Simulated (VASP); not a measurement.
A run of VASP 6.6.1 is set up as follows.

File INCAR:

```
SYSTEM = Zr
PREC = Accurate
ENCUT = 520
EDIFF = 1E-6
ISMEAR = 1
SIGMA = 0.1
LREAL = .False.
LASPH = .True.
NELM = 80
ALGO = Normal
ISIF = 2
LWAVE = .False.
LCHARG = .False.
GGA = RE
IVDW = 12
NBANDS = 19
```

The input KPOINTS:

```
Automatic mesh
0
Gamma
  9 9 5
  0 0 0
```

File POSCAR:

```
Zr
1.0
    3.1614482885      0.0000000000      0.0000000000
   -1.5807241443      2.7378945306      0.0000000000
    0.0000000000      0.0000000000      5.1039802191
Zr
2
Direct
    0.3333333333      0.6666666667      0.2500000000
    0.6666666667      0.3333333333      0.7500000000
```

Potentials or basis: VASP PAW PBE potentials, release 64 (Zr_sv).

Launch:

```console
$ cat potpaw_PBE.64/Zr_sv/POTCAR > POTCAR
$ mpirun -np 1 vasp_std > vasp.out
```

(1) Predict the band gap on the k mesh.

(2) Predict the dispersion energy per atom.

(3) What does it give for the pressure?

## Answers

(1) zero (band 12 reaches 10.55 eV, above the bottom of band 13 at 9.40 eV).

(2) -0.999 eV.

(3) 0.0 GPa.

Caveat: the PAW data sets were made with another functional, which shifts forces and pressure a little; pairwise dispersion overbinds metals, which lowers pressure and volume.
